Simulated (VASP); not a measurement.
A run of VASP 6.6.1 is set up as follows.

INCAR

```
SYSTEM = Ta3AsAu2O13
PREC = Accurate
ENCUT = 520
EDIFF = 1E-7
ISMEAR = -1
SIGMA = 0.05
LREAL = Auto
LASPH = .TRUE.
NELM = 100
ALGO = Normal
ISIF = 2
LWAVE = .FALSE.
LCHARG = .TRUE.
GGA = PE
LELF = .TRUE.
LVHAR = .TRUE.
NBANDS = 84
```

Contents of KPOINTS:

```
Automatic mesh
0
G
  3 3 3
  0 0 0
```

File POSCAR:

```
Ta3AsAu2O13
1.0
    5.2423700000      3.0266800000      4.1427300000
   -5.2423700000      3.0266800000      4.1427300000
    0.0000000000     -6.0533700000      4.1427300000
Ta As Au O
3 1 2 13
Direct
    0.2310800000      0.5722900000      0.2310800000
    0.2310800000      0.2310800000      0.5722900000
    0.5722900000      0.2310800000      0.2310800000
    0.5587800000      0.5587800000      0.5587800000
    0.9655900000      0.9655900000      0.9655900000
    0.7510500000      0.7510500000      0.7510500000
    0.4088400000      0.6676200000      0.4088400000
    0.4088400000      0.4088400000      0.6676200000
    0.6676200000      0.4088400000      0.4088400000
    0.4972600000      0.0131300000      0.3602400000
    0.3602400000      0.4972600000      0.0131300000
    0.0131300000      0.3602400000      0.4972600000
    0.3602400000      0.0131300000      0.4972600000
    0.0131300000      0.4972600000      0.3602400000
    0.4972600000      0.3602400000      0.0131300000
    0.1096300000      0.7480600000      0.1096300000
    0.1096300000      0.1096300000      0.7480600000
    0.7480600000      0.1096300000      0.1096300000
    0.3084000000      0.3084000000      0.3084000000
```

Potentials or basis: VASP PAW PBE potentials, release 64 (Ta_pv, As, Au, O).

Launch:

```console
$ cat potpaw_PBE.64/Ta_pv/POTCAR potpaw_PBE.64/As/POTCAR potpaw_PBE.64/Au/POTCAR potpaw_PBE.64/O/POTCAR > POTCAR
$ mpirun -np 1 vasp_std > vasp.out
```

(1) Estimate the band gap on the k mesh.

(2) What does it give for the largest force?

(3) Predict the pressure.

Results:

(1) 1.09 eV, indirect (least direct gap 1.13 eV).

(2) 0.346 eV/Å.

(3) 0.6 GPa.

Caveat: spin-orbit coupling is left out, which moves the levels of the heavy elements.
